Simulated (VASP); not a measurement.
Au, 2 atoms in the cell. Symmetry: P6_3/mmc, No. 194, hexagonal system. The conventional cell has a = 2.938 Å, b = 2.938 Å, c = 4.944 Å, α = 90.00°, β = 90.00°, γ = 120.00°. Au (site symmetry -6m2) has 12 Au at 2.94 to 3.00 Å within 3.9 Å.  This cell differs from its parent crystal: volume scaled by 1.04.

| Quantity | Value |
| --- | --- |
| Program | VASP 6.6.1 |
| Task | single point |
| Functional | PBEsol |
| Potentials or basis | VASP PAW PBE potentials, release 64 (Au) |
| Cutoff | 520 eV |
| k mesh | 14 × 14 × 8 |
| Occupations | fermi-dirac, width 0.03 eV |
| Spin | no spin polarisation |
| Dipole correction | no |
| Further INCAR settings | ALGO = Normal; EDIFF = 1e-06; NBANDS = 18 |

Potentials or basis: VASP PAW PBE potentials, release 64 (Au).

Command:

```console
$ cat potpaw_PBE.64/Au/POTCAR > POTCAR
$ mpirun -np 1 vasp_std > vasp.out
```

Hardware: 1 thread of AMD EPYC 9R45 96-Core Processor (Zen 5) (shared host).

How long does it take, and how much memory?

It took 34 s on 1 thread of AMD EPYC 9R45 96-Core Processor (Zen 5) (shared host), peak memory 0.18 GiB. Counts: scf iterations 11, k points 120.
